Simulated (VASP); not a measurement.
Runs of VASP 6.6.1 on Ni. The structure is that of space group Fd-3m (No. 227), or close to it. The cells are those of the table. This isn't the form of Ni at room conditions, which is fcc.

```tsv
spin	cell	k mesh	smearing	gap on the mesh (eV)	pressure (GPa)	moment (μB)
collinear, ferromagnetic start	a = 3.517 Å, angles 60.0°, 2 atoms	12 × 12 × 12	fermi-dirac 0.05 eV	none	13.6	1.50
collinear, ferromagnetic start	a = 3.765 Å, angles 60.0°, 2 atoms	12 × 12 × 12	fermi-dirac 0.05 eV	none	-4.8	(a)
collinear, ferromagnetic start	a = 3.718 Å, angles 60.0°, 2 atoms	12 × 12 × 12	fermi-dirac 0.05 eV	none	(b)	1.55
off	a = 3.667 Å, angles 60.0°, 2 atoms	17 × 17 × 17	fermi-dirac 0.1 eV	none	(c)	-
off	a = 3.808 Å, angles 60.0°, 2 atoms	12 × 12 × 12	fermi-dirac 0.1 eV	none	-6.4	-
```

Alike in all rows: task single point; level BLYP; potentials or basis VASP PAW PBE potentials, release 64 (Ni); cutoff (eV) 520.

Q: Estimate the missing entries.

A: (a) 1.56; (b) -2.7; (c) 0.1.

Caveats: the PAW data sets were made with another functional, which shifts forces and pressure a little; the cell stands under tension (at least some runs); the cell stands under pressure (at least some runs).

A gap of «none» marks levels without a gap at the run's occupations.
